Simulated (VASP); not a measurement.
Here is a VASP 6.6.1 calculation.

File INCAR:

```
SYSTEM = HgRuC6
  PREC = Accurate
  ENCUT = 520
  EDIFF = 1E-7
  ISMEAR = 0
  SIGMA = 0.1
  LREAL = .FALSE.
  LASPH = .TRUE.
  NELM = 150
  ALGO = Normal
  ISIF = 2
  LWAVE = .FALSE.
  LCHARG = .FALSE.
  ISPIN = 2
  MAGMOM = 0 0.48 0 0 0 0 0 0
  LORBIT = 11
  LMAXMIX = 4
  GGA = PE
  NBANDS = 39
  LUSENCCL = .FALSE.
```

File KPOINTS:

```
Automatic mesh
0
G
  10 10 10
  0 0 0
```

POSCAR

```
HgRuC6
1.0
    0.0000000000      3.4133582477      3.4133582477
    3.4133582477      0.0000000000      3.4133582477
    3.4133582477      3.4133582477      0.0000000000
Hg Ru C
1 1 6
Direct
    0.5000000000      0.5000000000      0.5000000000
    0.0000000000      0.0000000000      0.0000000000
    0.5000000000      0.0000000000      0.0000000000
    0.0000000000      0.5000000000      0.5000000000
    0.0000000000      0.5000000000      0.0000000000
    0.5000000000      0.0000000000      0.5000000000
    0.0000000000      0.0000000000      0.5000000000
    0.5000000000      0.5000000000      0.0000000000
```

Potentials or basis: VASP PAW PBE potentials, release 64 (Hg, Ru_pv, C).

Command:

```bash
$ cat potpaw_PBE.64/Hg/POTCAR potpaw_PBE.64/Ru_pv/POTCAR potpaw_PBE.64/C/POTCAR > POTCAR
$ mpirun -np 1 vasp_std > vasp.out
```

(1) What does it give for the pressure?

(2) What does it give for the net moment?

Answers

(1) 1.3 GPa.

(2) 0.00 μB per cell.
